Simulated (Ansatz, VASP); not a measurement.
KCl in VASP and in Ansatz

The input POSCAR:

```
KCl
1.0
    0.0000000000      3.0939017793      3.1448483221
    3.0939017793      0.0000000000      3.1448483221
    3.0939017793      3.0939017793      0.0000000000
K Cl
1 1
Direct
    0.0000000000      0.0000000000      0.0000000000
    0.5000000000      0.5000000000      0.5000000000
```

Contents of INCAR.step1:

```
PREC = Accurate
ENCUT = 520
ISMEAR = 0
SIGMA = 0.01
LREAL = False
LASPH = True
NELM = 60
NBANDS = 15
GGA = PE
ALGO = Normal
EDIFF = 1E-4
LWAVE = True
LCHARG = False
```

File INCAR.step2:

```
PREC = Accurate
ENCUT = 520
EDIFF = 1E-7
ISMEAR = 0
SIGMA = 0.01
LREAL = False
LASPH = True
NELM = 60
ALGO = Normal
ISIF = 2
LWAVE = False
LCHARG = True
METAGGA = R2SCAN
LMIXTAU = True
LELF = True
LVHAR = True
NBANDS = 15
ISTART = 1
```

Contents of KPOINTS:

```
regular mesh
0
Gamma
  8 8 8
```

Input for Ansatz:

```yaml
crystal:
  lattice:
    - [0.0, 3.0939017793, 3.1448483221]
    - [3.0939017793, 0.0, 3.1448483221]
    - [3.0939017793, 3.0939017793, 0.0]
  atoms:
    - { symbol: K, position: [0.0, 0.0, 0.0] }
    - { symbol: Cl, position: [0.5, 0.5, 0.5] }
kpoints:
  mp_grid: { grid: [8, 8, 8] }
  band_path:
    path:
      - [0.0, 0.0, 0.0]
      - [0.5, 0.0, 0.5]
      - [0.625, 0.25, 0.625]
      - [0.375, 0.375, 0.75]
      - [0.5, 0.5, 0.5]
      - [0.5, 0.25, 0.75]
    npoints: 1
hamiltonian:
  xc: r2scan
scf:
  occupations: { method: fixed }
  n_extra_bands: 4
output:
  forces: true
  stress: true
  eigenvalues: true
```

Change from the starting cell: biaxial_xy strain -1.6%.

Alike in both runs: task single point; functional r2SCAN; k mesh 8 × 8 × 8; no spin polarisation.

```csv
,VASP,Ansatz
version,VASP 6.6.1,Ansatz 0.2.0
potentials or method,"VASP PAW PBE potentials, release 64 (K_sv, Cl)","plane waves, PAW"
plane-wave cutoff (eV),520,500
occupations,"gaussian, width 0.01 eV",fixed
valence electrons in the cell,16,16
```

VASP gave:

- gap on the k mesh at the Fermi level (eV): 5.95
- pressure (GPa): 0.7
- traceless stress, the component that is largest in VASP (GPa): -0.51

Which values does Ansatz return?

gap on the k mesh at the Fermi level (eV): 5.94; pressure (GPa): 0.7; traceless stress, the component that is largest in VASP (GPa): -0.51.

VASP's potentials were made for PBE, not for r2SCAN.
